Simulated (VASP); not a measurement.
SrO: single point with r2SCAN

SrO:

```
Sr O
1.0
     3.57679    0.00000    0.00000
    -1.78840    3.09759    0.00000
     0.00000    0.00000    6.24297
Sr O
2 2
Direct
  0.33333 0.66667 0.25000
  0.66667 0.33333 0.75000
  0.00000 0.00000 0.00000
  0.00000 0.00000 0.50000
```

```json
{"Program": "VASP 6.6.1", "Task": "single point", "Functional": "r2SCAN", "Potentials or basis": "VASP PAW PBE potentials, release 64 (Sr_sv, O)", "Cutoff": "520 eV", "k mesh": "9 × 9 × 4", "Occupations": "gaussian, width 0.02 eV", "Spin": "no spin polarisation", "Dipole correction": "no", "Further INCAR settings": "ALGO = Normal; EDIFF = 1e-06; NBANDS = 24"}
```

| Property | Result |
| --- | --- |
| Pressure | -1.4 GPa |
| Band gap on the k mesh | 3.50 eV, indirect (least direct gap 3.55 eV) |

Stress tensor (GPa, compression positive):
```
-1.45  0.00  0.00
 0.00 -1.45  0.00
 0.00  0.00 -1.27
```

Levels at points of the mesh, in eV from the valence-band top:
| k point | band 12 | band 13 | band 14 | band 15 | band 16 | band 17 | band 18 | band 19 | band 20 | band 21 |
| --- | --- | --- | --- | --- | --- | --- | --- | --- | --- | --- |
| (0.00, 0.00, 0.00) | -1.02 | -1.02 | -0.78 | -0.78 | 0.00 | 3.55 | 5.39 | 5.66 | 6.69 | 6.69 |
| (0.00, 0.00, 0.50) | -1.56 | -0.93 | -0.93 | -0.93 | -0.93 | 5.08 | 5.08 | 6.46 | 6.46 | 7.66 |

Run time: 4.3 min on 1 thread of Intel(R) Xeon(R) Platinum 8259CL CPU @ 2.50GHz (Skylake/Cascade Lake), on a shared host, peak memory 0.22 GiB.

Caveat: the PAW data sets were made with another functional, which shifts forces and pressure a little. A k mesh can miss the band edges.
